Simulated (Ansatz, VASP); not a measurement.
**One calculation of Au, two programs**

```
Au
1.0
     3.94173    0.00000    0.00000
     0.00000    3.94173    0.00000
     0.00000    0.00000    3.94173
Au
3
Cartesian
  1.9709 0.0000 0.0000
  0.0000 1.9709 0.0000
  0.0000 0.0000 1.9709
```

Alike in both runs: task single point; functional PBE; k mesh 12 × 12 × 12; occupations gaussian, width 0.1 eV; no spin polarisation.

|  | VASP | Ansatz |
| --- | --- | --- |
| version | VASP 6.6.1 | Ansatz 0.2.0 |
| potentials or method | VASP PAW PBE potentials, release 64 (Au), cutoff 520 eV | scalar-relativistic, plane waves, PAW |
| valence electrons in the cell | 33 | 57 |

Ansatz gave:

- gap on the k mesh at the Fermi level (eV): none
- pressure (GPa): 3.7

Q: Which values does VASP return?

A: gap on the k mesh at the Fermi level (eV): none; pressure (GPa): 3.5.

A gap of «none» marks a metal or a gap that the smearing closes. VASP's potentials hold 33 valence electrons a cell and Ansatz's 57, so a difference there can come from the potentials and not from the codes.

Spin-orbit coupling is off throughout.
